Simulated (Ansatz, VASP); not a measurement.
Lu in VASP and in Ansatz

```
Lu
1.0
     3.50708    0.00000    0.00000
    -1.75354    3.03722    0.00000
     0.00000    0.00000    5.47729
Lu
2
Direct
  0.33333 0.66667 0.25000
  0.66667 0.33333 0.75000
```

Alike in both runs: task single point; functional PBE; k mesh 10 × 10 × 6; occupations gaussian, width 0.3 eV; no spin polarisation.

|  | VASP | Ansatz |
| --- | --- | --- |
| version | VASP 6.6.1 | Ansatz 0.2.0 |
| potentials or method | VASP PAW PBE potentials, release 64 (Lu), cutoff 520 eV | plane waves (420 eV) with PAW, scalar-relativistic |
| valence electrons in the cell | 50 | 50 |

|  | VASP | Ansatz | Ansatz less VASP |
| --- | --- | --- | --- |
| pressure (GPa) | 0.4 | 0.1 | -0.36 |
| traceless stress, the component that is largest in VASP (GPa) | 0.12 | 0.12 | -0.004 |

The functional is the same, so the differences come from potentials, cutoffs and numerics.

Spin-orbit coupling is off throughout.
